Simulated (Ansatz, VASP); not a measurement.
**Ni in VASP and in Ansatz**

The input INCAR:

```
SYSTEM = Ni
ALGO     = Fast           ! electronic algorithm
EDIFF    = 1E-6           ! SCF threshold, eV
EDIFFG   = -0.04          ! ionic threshold
ENCUT    = 600            ! plane-wave cutoff, eV
GGA      = PE             ! functional
IBRION   = 2              ! ionic algorithm
ISIF     = 3              ! what is computed and relaxed
ISMEAR   = 0              ! smearing method
ISPIN    = 2              ! spin polarisation
LASPH    = .True.         ! aspherical terms in the spheres
LCHARG   = .False.        ! write CHGCAR
LMAXMIX  = 4              ! l up to which the mixer works
LORBIT   = 11             ! projections on sites
LREAL    = .False.        ! projectors in reciprocal space
LWAVE    = .False.        ! write WAVECAR
MAGMOM   = 0.63 0.63 0.63 0.63 ! initial moments
NELM     = 150            ! most SCF steps
NSW      = 90             ! ionic steps
PREC     = Accurate       ! precision mode
SIGMA    = 0.1            ! smearing width, eV
```

The input KPOINTS:

```
k-points
0
Gamma
  6 4 6
  0 0 0
```

POSCAR

```
Ni
1.0
    3.4155066797      0.0000000000      0.0000000000
    0.0000000000      5.6623045039      0.0000000000
    0.0000000000      0.0000000000      2.5467064967
Ni
4
Direct
    0.0205000000      0.2500000000      0.6348000000
    0.9795000000      0.7500000000      0.3652000000
    0.4795000000      0.7500000000      0.1348000000
    0.5205000000      0.2500000000      0.8652000000
```

Input for Ansatz:

```yaml
crystal:
  lattice:
    - [3.4155066797, 0.0, 0.0]
    - [0.0, 5.6623045039, 0.0]
    - [0.0, 0.0, 2.5467064967]
  atoms:
    - { symbol: Ni, position: [0.0205, 0.25, 0.6348], spin: 0.63 }
    - { symbol: Ni, position: [0.9795, 0.75, 0.3652], spin: 0.63 }
    - { symbol: Ni, position: [0.4795, 0.75, 0.1348], spin: 0.63 }
    - { symbol: Ni, position: [0.5205, 0.25, 0.8652], spin: 0.63 }
basis:
  ecutwfc: 420
kpoints:
  mp_grid: { grid: [6, 4, 6] }
hamiltonian:
  xc: pbe
scf:
  occupations: { method: gaussian, width: 0.1 }
  lower_state_search: "off"
output:
  forces: true
  stress: true
  eigenvalues: true
  populations: true
magnetization:
  spin_polarized: true
relax:
  adjacent_minimum: "off"
  f_tol: 0.04
  max_steps: 70
  cell: { stress_tol: 0.4 }
```

Alike in both runs: task relaxation of cell and atoms; functional PBE; k mesh 6 × 4 × 6; occupations gaussian, width 0.1 eV; collinear spin.

|  | VASP | Ansatz |
| --- | --- | --- |
| version | VASP 6.6.1 | Ansatz 0.2.0 |
| potentials or method | VASP PAW PBE potentials, release 64 (Ni), cutoff 600 eV | scalar-relativistic, plane waves, PAW |
| valence electrons in the cell | 40 | 72 |

|  | VASP | Ansatz | Ansatz less VASP |
| --- | --- | --- | --- |
| gap on the k mesh at the Fermi level, each at its own relaxed structure (eV) | none | none | - |
| net moment per atom (μB) | 0.00 | 0.70 | +0.698 |
| size of the moment on the site where the two differ most (μB) | 0.00 | 0.74 | +0.736 |
| relaxed volume (Å³/atom) | 10.84 | 10.93 | +0.088 |
| relaxed cell length with the largest relative difference (Å) | 2.459 | 2.482 | +0.0231 |

The net moments are unlike, so the other rows may belong to different states. Site moments also hang on the region over which each program counts them. A gap of «none» marks a metal or a gap that the smearing closes. VASP's potentials hold 40 valence electrons a cell and Ansatz's 72, so a difference there can come from the potentials and not from the codes.

The k mesh is coarse, so the values compare programs but aren't converged.
